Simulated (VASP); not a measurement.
# CaSe (Pm-3m) in VASP: notebook

CaSe is run at these levels: r2SCAN; tasks: single point.

All numbers are computed with VASP 6.6.1; they aren't measurements. Logs are shortened: lines on timing, memory, paths and dates and some standing lists are left out, and cuts for length are marked.

## Step 1: The cell of the first run

It takes space group Pm-3m (No. 221, cubic). Conventional cell: a = 3.706 Å, b = 3.706 Å, c = 3.706 Å, α = 90.00°, β = 90.00°, γ = 90.00°. Ca (site symmetry m-3m) has 8 Se at 3.21 Å and 6 Ca at 3.71 Å within 4.2 Å. Se (site symmetry m-3m) has 8 Ca at 3.21 Å and 6 Se at 3.71 Å within 4.2 Å.

## Step 2: Single point, r2SCAN (volume changed by +6%)

File POSCAR:

```
CaSe
1.0
    3.7060733069      0.0000000000      0.0000000000
    0.0000000000      3.7060733069      0.0000000000
    0.0000000000      0.0000000000      3.7060733069
Ca Se
1 1
Direct
    0.0000000000      0.0000000000      0.0000000000
    0.5000000000      0.5000000000      0.5000000000
```

File INCAR.step1:

```
SYSTEM = CaSe
ALGO = Normal
EDIFF = 1E-4
ENCUT = 520
GGA = PE
ISMEAR = 0
LASPH = .TRUE.
LCHARG = .FALSE.
LREAL = .FALSE.
LWAVE = .TRUE.
NBANDS = 15
NELM = 80
PREC = Accurate
SIGMA = 0.01
```

File INCAR.step2:

```
SYSTEM = CaSe
ALGO = Normal
EDIFF = 1E-7
ENCUT = 520
ISIF = 2
ISMEAR = 0
ISTART = 1
LASPH = .TRUE.
LCHARG = .FALSE.
LMIXTAU = .TRUE.
LREAL = .FALSE.
LWAVE = .FALSE.
METAGGA = R2SCAN
NBANDS = 15
NELM = 80
PREC = Accurate
SIGMA = 0.01
```

File KPOINTS:

```
k-points
0
G
  6 6 6
  0 0 0
```

Potentials or basis: VASP PAW PBE potentials, release 64 (Ca_sv, Se).

Started as:

```bash
cat potpaw_PBE.64/Ca_sv/POTCAR potpaw_PBE.64/Se/POTCAR > POTCAR
cp INCAR.step1 INCAR
mpirun -np 1 vasp_std > vasp.out
cp INCAR.step2 INCAR
mpirun -np 1 vasp_std > vasp.out
```

OUTCAR:

```text
SYSTEM = CaSe
   EDIFF = 1E-7
   ENCUT = 520
   ISIF = 2
   ISMEAR = 0
   ISTART = 1
   LASPH = .TRUE.
   LREAL = .FALSE.
   METAGGA = R2SCAN
   NELM = 80
   PREC = Accurate

 ion  position               nearest neighbor table
   1  0.000  0.000  0.000-
   2  0.500  0.500  0.500-

  LATTYP: Found a simple cubic cell.
 ALAT       =     3.7060733069

  Lattice vectors:

 A1 = (   3.7060733069,   0.0000000000,   0.0000000000)
 A2 = (   0.0000000000,   3.7060733069,   0.0000000000)
 A3 = (   0.0000000000,   0.0000000000,   3.7060733069)

Analysis of symmetry for initial positions (statically):
=====================================================================
 Subroutine PRICEL returns:
 Original cell was already a primitive cell.

 Routine SETGRP: Setting up the symmetry group for a
 simple cubic supercell.

 Subroutine GETGRP returns: Found 48 space group operations
 (whereof 48 operations were pure point group operations)
 out of a pool of 48 trial point group operations.

The static configuration has the point symmetry O_h .

Analysis of symmetry for dynamics (positions and initial velocities):
=====================================================================
 Subroutine PRICEL returns:
 Original cell was already a primitive cell.

 Routine SETGRP: Setting up the symmetry group for a
 simple cubic supercell.

 Subroutine GETGRP returns: Found 48 space group operations
 (whereof 48 operations were pure point group operations)
 out of a pool of 48 trial point group operations.

The dynamic configuration has the point symmetry O_h .

 Subroutine INISYM returns: Found 48 space group operations
 (whereof 48 operations are pure point group operations),
 and found     1 'primitive' translations

----------------------------------------------------------------------------------------

                                     Primitive cell

  volume of cell :      50.9028

  direct lattice vectors                    reciprocal lattice vectors
     3.706073307  0.000000000  0.000000000     0.269827366  0.000000000  0.000000000
     0.000000000  3.706073307  0.000000000     0.000000000  0.269827366  0.000000000
     0.000000000  0.000000000  3.706073307     0.000000000  0.000000000  0.269827366

  length of vectors
     3.706073307  3.706073307  3.706073307     0.269827366  0.269827366  0.269827366

  position of ions in fractional coordinates (direct lattice)
     0.000000000  0.000000000  0.000000000
     0.500000000  0.500000000  0.500000000

  ion indices of the primitive-cell ions
   primitive index   ion index
                 1           1
                 2           2

----------------------------------------------------------------------------------------

 KPOINTS: k-points

Automatic generation of k-mesh.
 Grid dimensions read from file:
 generate k-points for:    6    6    6

 Generating k-lattice:

  Cartesian coordinates                     Fractional coordinates (reciprocal lattice)
     0.044971228  0.000000000  0.000000000     0.166666667  0.000000000  0.000000000
     0.000000000  0.044971228  0.000000000     0.000000000  0.166666667  0.000000000
     0.000000000  0.000000000  0.044971228     0.000000000  0.000000000  0.166666667

  Length of vectors
     0.044971228  0.044971228  0.044971228

  Shift w.r.t. Gamma in fractional coordinates (k-lattice)
     0.000000000  0.000000000  0.000000000

 Subroutine IBZKPT returns following result:
 ===========================================

 Found     20 irreducible k-points:

 Following reciprocal coordinates:
            Coordinates               Weight
  0.000000  0.000000  0.000000      1.000000
  0.166667  0.000000  0.000000      6.000000
  0.333333  0.000000  0.000000      6.000000
  0.500000  0.000000  0.000000      3.000000
  0.166667  0.166667  0.000000     12.000000
  0.333333  0.166667  0.000000     24.000000
[... 12 lines left out ...]
  0.500000  0.500000  0.333333      6.000000
  0.500000  0.500000  0.500000      1.000000
   k-points           NKPTS =     20   k-points in BZ     NKDIM =     20   number of bands    NBANDS=     15
   number of dos      NEDOS =    301   number of ions     NIONS =      2
   total plane-waves  NPLWV =  21952
   dimension x,y,z NGX =    28 NGY =   28 NGZ =   28
   dimension x,y,z NGXF=    56 NGYF=   56 NGZF=   56
   ions per type =               1   1
   NGX,Y,Z   is equivalent  to a cutoff of  12.56, 12.56, 12.56 a.u.
   NGXF,Y,Z  is equivalent  to a cutoff of  25.12, 25.12, 25.12 a.u.
 SYSTEM =  CaSe
   PREC   = accura    normal or accurate (medium, high low for compatibility)
   ISTART =      1    job   : 0-new  1-cont  2-samecut
   ICHARG =      0    charge: 1-file 2-atom 10-const
   ISPIN  =      1    spin polarized calculation?
   LNONCOLLINEAR =      F non collinear calculations
   LSORBIT =      F    spin-orbit coupling
   LASPH  =      T    aspherical Exc in radial PAW
   ENCUT  =  520.0 eV  38.22 Ry    6.18 a.u.   6.89  6.89  6.89*2*pi/ulx,y,z
   NELM   =     80;   NELMIN=  2; NELMDL=  0     # of ELM steps
   EDIFF  = 0.1E-06   stopping-criterion for ELM
   LREAL  =      F    real-space projection
   EDIFFG = 0.1E-05   stopping-criterion for IOM
   NSW    =      0    number of steps for IOM
   IBRION =     -1    ionic relax: 0-MD 1-quasi-New 2-CG
   NFREE  =      0    steps in history (QN), initial steepest desc. (CG)
   ISIF   =      2    stress and relaxation
   ISYM   =      2    0-nonsym 1-usesym 2-fastsym
   POTIM  = 0.5000    time-step for ionic-motion
   TEBEG  =    0.0;   TEEND  =   0.0 temperature during run
   PSTRESS=    0.0 pullay stress
   NELECT =      16.0000    total number of electrons
   NUPDOWN=      -1.0000    fix difference up-down
   EMIN   =  10.00;   EMAX   =-10.00  energy-range for DOS
   EFERMI =   0.00;   METHOD = LEGACY
   ISMEAR =     0;   SIGMA  =   0.01  broadening in eV -4-tet -1-fermi 0-gaus
   EFERMI_NEDOS =   21; number of points for ismear=-14 and -15
   IALGO  =     38    algorithm
   IMIX   =      4    mixing-type and parameters
     AMIX     =   0.40;   BMIX     =  1.00
     AMIX_MAG =   1.60;   BMIX_MAG =  1.00
  volume/ion in A,a.u.               =      25.45       171.75
  Fermi-wavevector in a.u.,A,eV,Ry     =   1.113100  2.103454 16.857502  1.238991
  Thomas-Fermi vector in A             =   2.249681
   LORBIT       =      0    0 simple, 1 ext, 2 COOP (PROOUT), +10 PAW based schemes
   METAGGA = R2SCAN    functional components
   LHFCALC =     F    Hartree Fock is set to
   AEXX    =    0.0000 exact exchange contribution
   IVDW    =     0    specifies the selected vdW correction
   LEPSILON=     F    determine dielectric tensor
   LRPA    =     F    only Hartree local field effects (RPA)
 non-spin polarized calculation
 Gauss-broadening in eV      SIGMA  =   0.01
  energy-cutoff  :      520.00
  volume of cell :       50.90
 maximum number of plane-waves:      1406
 NGX is ok and might be reduce to    28
   NGX = 13   NGY = 13   NGZ = 13

 number of electron      15.9999992 magnetization

 Free energy of the ion-electron system (eV)
  ---------------------------------------------------
  ext. energy  EPLUGINS =         0.00000000
  ---------------------------------------------------
  free energy    TOTEN  =       -25.19744187 eV

  energy without entropy =      -25.19744187  energy(sigma->0) =      -25.19744187

 E-fermi :   3.6650     XC(G=0):  -9.7547

 val. band max:        3.5809638455   @ k =   0.5000   0.5000   0.0000
 cond. band min:       4.9025993093   @ k =   0.5000   0.5000   0.0000
 fundamental gap:      1.3216354638
 Fermi energy:         3.6649644001

 k-point     1 :       0.0000    0.0000    0.0000
  band No.  band energies     occupation
      1     -39.5320      2.00000
      2     -19.5870      2.00000
      3     -19.5870      2.00000
      4     -19.5870      2.00000
      5      -9.6063      2.00000
      6       2.7490      2.00000
      7       2.7490      2.00000
      8       2.7490      2.00000
      9       5.2490      0.00000
     10       5.2490      0.00000
     11       6.1216      0.00000
     12       8.3380      0.00000
     13       8.3380      0.00000
     14       8.3380      0.00000
     15      13.1079      0.00000

 k-point     2 :       0.1667    0.0000    0.0000
  band No.  band energies     occupation
      1     -39.5298      2.00000
      2     -19.6226      2.00000
      3     -19.5836      2.00000
      4     -19.5836      2.00000
      5      -9.4567      2.00000
      6       1.3102      2.00000
      7       2.7249      2.00000
      8       2.7249      2.00000
      9       5.4275      0.00000
     10       5.9509      0.00000
     11       7.3511      0.00000
     12       8.3966      0.00000
     13       8.4615      0.00000
     14       8.4615      0.00000
     15      12.4738      0.00000

 k-point     3 :       0.3333    0.0000    0.0000
  band No.  band energies     occupation
      1     -39.5252      2.00000
      2     -19.6928      2.00000
      3     -19.5769      2.00000
      4     -19.5769      2.00000
      5      -9.1263      2.00000
      6      -0.3890      2.00000
      7       2.6711      2.00000
      8       2.6711      2.00000
      9       5.8568      0.00000
     10       7.2416      0.00000
     11       8.5192      0.00000
     12       8.7821      0.00000
     13       8.8453      0.00000
     14       8.8453      0.00000
     15      11.2685      0.00000
[... 271 lines left out ...]
 k-point    19 :       0.5000    0.5000    0.3333
  band No.  band energies     occupation
      1     -39.5078      2.00000
      2     -19.6825      2.00000
      3     -19.6825      2.00000
      4     -19.6489      2.00000
      5      -8.2484      2.00000
      6       0.1263      2.00000
      7       0.1263      2.00000
      8       0.7407      2.00000
      9       6.6809      0.00000
     10       7.5794      0.00000
     11       7.5794      0.00000
     12       9.2696      0.00000
     13       9.2708      0.00000
     14       9.8824      0.00000
     15      10.4139      0.00000

 k-point    20 :       0.5000    0.5000    0.5000
  band No.  band energies     occupation
      1     -39.5057      2.00000
      2     -19.6775      2.00000
      3     -19.6775      2.00000
      4     -19.6775      2.00000
      5      -8.1041      2.00000
      6       0.1092      2.00000
      7       0.1092      2.00000
      8       0.1092      2.00000
      9       7.8919      0.00000
     10       7.8919      0.00000
     11       7.8919      0.00000
     12       9.2850      0.00000
     13       9.2850      0.00000
     14       9.6063      0.00000
     15       9.6063      0.00000

------------------------ aborting loop because EDIFF is reached ----------------------------------------

  FORCE on cell =-STRESS in cart. coord.  units (eV):
  Direction    XX          YY          ZZ          XY          YZ          ZX
  --------------------------------------------------------------------------------------
  -------------------------------------------------------------------------------------
  Total       -0.8524957     -0.8524957     -0.8524957     -0.0000000     -0.0000000      0.0000000
  in kB      -26.8324767    -26.8324767    -26.8324767     -0.0000000     -0.0000000      0.0000000
  external PRESSURE =     -26.8324767 kB  Pullay stress =       0.0000000 kB

 VOLUME and BASIS-vectors are now :
 -----------------------------------------------------------------------------
  energy-cutoff  :      520.00
  volume of cell :       50.90
      direct lattice vectors                 reciprocal lattice vectors
     3.706073307  0.000000000  0.000000000     0.269827366  0.000000000  0.000000000
     0.000000000  3.706073307  0.000000000     0.000000000  0.269827366  0.000000000
     0.000000000  0.000000000  3.706073307     0.000000000  0.000000000  0.269827366

 POSITION                                       TOTAL-FORCE (eV/Angst)
 -----------------------------------------------------------------------------------
      0.00000      0.00000      0.00000         0.000000      0.000000      0.000000
      1.85304      1.85304      1.85304         0.000000      0.000000      0.000000
 -----------------------------------------------------------------------------------
    total drift:                               -0.000000      0.000000      0.000000

  FREE ENERGIE OF THE ION-ELECTRON SYSTEM (eV)
  ---------------------------------------------------
  free  energy   TOTEN  =       -25.1974418735 eV

  energy  without entropy=      -25.1974418735  energy(sigma->0) =      -25.19744187
```

Run time: 76 s. Hardware: 1 thread of Intel Xeon Platinum 8488C (Sapphire Rapids), shared host; peak memory 0.16 GiB.

Results:

```yaml
Free_energy: -25.1974 eV
Pressure: -2.7 GPa
Band_gap_on_the_k_mesh: 1.32 eV, direct
```

Levels at points of the mesh, in eV from the valence-band top:
```tsv
k point	band 4	band 5	band 6	band 7	band 8	band 9	band 10	band 11	band 12	band 13
(0.00, 0.00, 0.00)	-23.17	-13.19	-0.83	-0.83	-0.83	1.67	1.67	2.54	4.76	4.76
(0.50, 0.00, 0.00)	-23.15	-12.52	-4.64	-0.94	-0.94	2.55	5.00	5.08	5.10	5.58
(0.50, 0.50, 0.00)	-23.14	-12.21	-3.41	-3.41	0.00	1.32	3.40	3.62	3.62	5.64
(0.50, 0.50, 0.50)	-23.26	-11.69	-3.47	-3.47	-3.47	4.31	4.31	4.31	5.70	5.70
```

Caveat: the cell differs from its parent crystal (volume changed by +6%); the PAW data sets were made with another functional, which shifts forces and pressure a little.

## Step 3: Single point, r2SCAN

This run uses another cell than the first one, of 24.01 Å³/atom, 0.943 times its volume.

File POSCAR:

```
CaSe
1.0
    3.6347849158      0.0000000000      0.0000000000
    0.0000000000      3.6347849158      0.0000000000
    0.0000000000      0.0000000000      3.6347849158
Ca Se
1 1
Direct
    0.0000000000      0.0000000000      0.0000000000
    0.5000000000      0.5000000000      0.5000000000
```

File INCAR.step1:

```
PREC = Accurate ; ENCUT = 520
ISMEAR = 0 ; SIGMA = 0.01
LREAL = False ; LASPH = True
NELM = 80 ; NBANDS = 15
GGA = PE ; ALGO = Normal
EDIFF = 1E-4 ; LWAVE = True
LCHARG = False
```

File INCAR.step2:

```
PREC = Accurate ; ENCUT = 520
EDIFF = 1E-6 ; ISMEAR = 0
SIGMA = 0.01 ; LREAL = False
LASPH = True ; NELM = 80
ALGO = Normal ; ISIF = 2
LWAVE = False ; LCHARG = True
METAGGA = R2SCAN ; LMIXTAU = True
LELF = True ; LVHAR = True
NBANDS = 15 ; ISTART = 1
```

File KPOINTS:

```
Automatic mesh
0
Gamma
  8 8 8
```

Potentials or basis: VASP PAW PBE potentials, release 64 (Ca_sv, Se).

Started as:

```bash
cat potpaw_PBE.64/Ca_sv/POTCAR potpaw_PBE.64/Se/POTCAR > POTCAR
cp INCAR.step1 INCAR
mpirun -np 1 vasp_std > vasp.out
cp INCAR.step2 INCAR
mpirun -np 1 vasp_std > vasp.out
```

OUTCAR:

```text
PREC = Accurate
   ENCUT = 520
   EDIFF = 1E-6
   ISMEAR = 0
   LREAL = False
   LASPH = True
   NELM = 80
   ISIF = 2
   METAGGA = R2SCAN
   ISTART = 1

 ion  position               nearest neighbor table
   1  0.000  0.000  0.000-
   2  0.500  0.500  0.500-

  LATTYP: Found a simple cubic cell.
 ALAT       =     3.6347849158

  Lattice vectors:

 A1 = (   3.6347849158,   0.0000000000,   0.0000000000)
 A2 = (   0.0000000000,   3.6347849158,   0.0000000000)
[... 606 lines left out ...]
      7       0.7105      2.00000
      8       3.0696      2.00000
      9       5.9231      0.00000
     10       7.7276      0.00000
     11       7.7748      0.00000
     12       8.7581      0.00000
     13       9.6840      0.00000
     14      10.8209      0.00000
     15      12.8451      0.00000

 [... further k-points ...]
[... 5 lines left out ...]
  --------------------------------------------------------------------------------------
  -------------------------------------------------------------------------------------
  Total        0.0560179      0.0560179      0.0560179     -0.0000000      0.0000000      0.0000000
  in kB        1.8689638      1.8689638      1.8689638     -0.0000000      0.0000000      0.0000000
  external PRESSURE =       1.8689638 kB  Pullay stress =       0.0000000 kB

 VOLUME and BASIS-vectors are now :
 -----------------------------------------------------------------------------
  energy-cutoff  :      520.00
  volume of cell :       48.02
      direct lattice vectors                 reciprocal lattice vectors
     3.634784916  0.000000000  0.000000000     0.275119443  0.000000000  0.000000000
     0.000000000  3.634784916  0.000000000     0.000000000  0.275119443  0.000000000
     0.000000000  0.000000000  3.634784916     0.000000000  0.000000000  0.275119443

 POSITION                                       TOTAL-FORCE (eV/Angst)
 -----------------------------------------------------------------------------------
      0.00000      0.00000      0.00000         0.000000      0.000000      0.000000
      1.81739      1.81739      1.81739         0.000000      0.000000      0.000000
 -----------------------------------------------------------------------------------
    total drift:                               -0.000000      0.000000      0.000000

  FREE ENERGIE OF THE ION-ELECTRON SYSTEM (eV)
  ---------------------------------------------------
  free  energy   TOTEN  =       -25.2256494153 eV

  energy  without entropy=      -25.2256494153  energy(sigma->0) =      -25.22564942
```

OUTCAR.step1:

```text
PREC = Accurate
   ENCUT = 520
   ISMEAR = 0
   LREAL = False
   LASPH = True
[... 654 lines left out ...]
      0.00000      0.00000      0.00000         0.000000      0.000000      0.000000
      1.81739      1.81739      1.81739         0.000000      0.000000      0.000000
 -----------------------------------------------------------------------------------
    total drift:                               -0.000000      0.000000      0.000000

  FREE ENERGIE OF THE ION-ELECTRON SYSTEM (eV)
  ---------------------------------------------------
  free  energy   TOTEN  =        -8.8007924077 eV

  energy  without entropy=       -8.8007924077  energy(sigma->0) =       -8.80079241
```

OSZICAR.step1:

```text
N       E                     dE             d eps       ncg     rms          rms(c)
DAV:   1     0.102457665174E+03    0.10246E+03   -0.73936E+03  1050   0.987E+02
DAV:   2    -0.456379592172E+01   -0.10702E+03   -0.10161E+03  1267   0.244E+02
DAV:   3    -0.878882691819E+01   -0.42250E+01   -0.41405E+01  1433   0.453E+01
DAV:   4    -0.895761313074E+01   -0.16879E+00   -0.16867E+00  1460   0.815E+00
DAV:   5    -0.895876619714E+01   -0.11531E-02   -0.11531E-02  1362   0.698E-01    0.448E+00
DAV:   6    -0.881180361278E+01    0.14696E+00   -0.15256E-01  1220   0.243E+00    0.260E+00
DAV:   7    -0.879893587578E+01    0.12868E-01   -0.79569E-02  1368   0.193E+00    0.842E-01
DAV:   8    -0.880088961519E+01   -0.19537E-02   -0.16467E-02  1122   0.901E-01    0.130E-01
DAV:   9    -0.880079240770E+01    0.97207E-04   -0.89515E-04  1347   0.291E-01
   1 F= -.88007924E+01 E0= -.88007924E+01  d E =-.772427E-13
```

Wall time 89 s (1 thread of Intel Xeon Platinum 8488C (Sapphire Rapids), shared host); peak memory 0.17 GiB.

What came out:

| Item | Value |
| --- | --- |
| Free energy | -25.2256 eV |
| Pressure | 0.2 GPa |
| Band gap on the k mesh | 1.24 eV, direct |

Caveat: the PAW data sets were made with another functional, which shifts forces and pressure a little.
